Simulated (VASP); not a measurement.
**W: relaxation of cell and atoms with PBE**

W:

```xyz
1
Lattice="1.5800 1.5800 1.5800 -1.5800 1.5800 1.5800 -1.5800 -1.5800 1.5800" Properties=species:S:1:pos:R:3 pbc="T T T"
W     0.0000    0.0000    0.0000
```

```
Program                : VASP 6.6.1
Task                   : relaxation of cell and atoms
Functional             : PBE
Potentials or basis    : VASP PAW PBE potentials, release 64 (W_sv)
Cutoff                 : 600 eV
k mesh                 : 10 × 10 × 10
Occupations            : fermi-dirac, width 0.05 eV
Spin                   : no spin polarisation
Target pressure        : 10 GPa
Dipole correction      : no
Further INCAR settings : ALGO = Normal; EDIFF = 1e-06; IBRION = 2; EDIFFG = -0.01; NSW = 50; ISIF = 3
```

```yaml
Relaxed_volume: 15.69 Å³/atom
Relaxed_cell: a = 2.731 Å, b = 2.731 Å, c = 2.731 Å, α = 70.53°, β = 109.47°, γ = 70.53°
Space_group_after_relaxing_to_0.05_Å: Im-3m (No. 229)
Energy_change_on_relaxing_the_enthalpy_is_what_falls: +5.0 meV/atom
Ionic_steps: 3
Pressure_after_relaxing: 10.0 GPa
Band_gap_on_the_k_mesh: zero (band 7 reaches 16.82 eV, above the bottom of band 8 at 10.34 eV)
```

Step by step:
| step | energy change (eV) | largest force (eV/Å) | pressure (GPa) | volume (Å³) |
| --- | --- | --- | --- | --- |
| 1 | 0.0000 | 0.0000 | 8.02 | 15.78 |
| 2 | 0.0360 | 0.0000 | 18.35 | 15.34 |
| 3 | 0.0050 | 0.0000 | 9.99 | 15.69 |

Final structure:
```
W
1.0
     1.57700    1.57700    1.57700
    -1.57700    1.57700    1.57700
    -1.57700   -1.57700    1.57700
W
1
Direct
  0.00000 0.00000 0.00000
```

Levels at points of the mesh, in eV from the Fermi level:
| k point | band 4 | band 5 | band 6 | band 7 | band 8 | band 9 | band 10 | band 11 |
| --- | --- | --- | --- | --- | --- | --- | --- | --- |
| (0.00, 0.00, 0.00) | -37.87 | -9.83 | -1.40 | -1.40 | -1.40 | 2.14 | 2.14 | 14.40 |
| (0.50, 0.00, 0.00) | -37.88 | -6.49 | -3.77 | 0.57 | 2.04 | 3.03 | 6.09 | 11.11 |
| (0.50, 0.50, 0.50) | -38.80 | -6.06 | -6.06 | 5.09 | 5.09 | 5.09 | 8.19 | 8.19 |

Run time: 32 s on 1 thread of Intel Xeon 8259CL, on a shared host, peak memory 0.15 GiB.

Caveat: the cell is relaxed towards a set pressure, so the enthalpy falls and the energy may rise; spin-orbit coupling is left out, which moves the levels of the heavy elements.
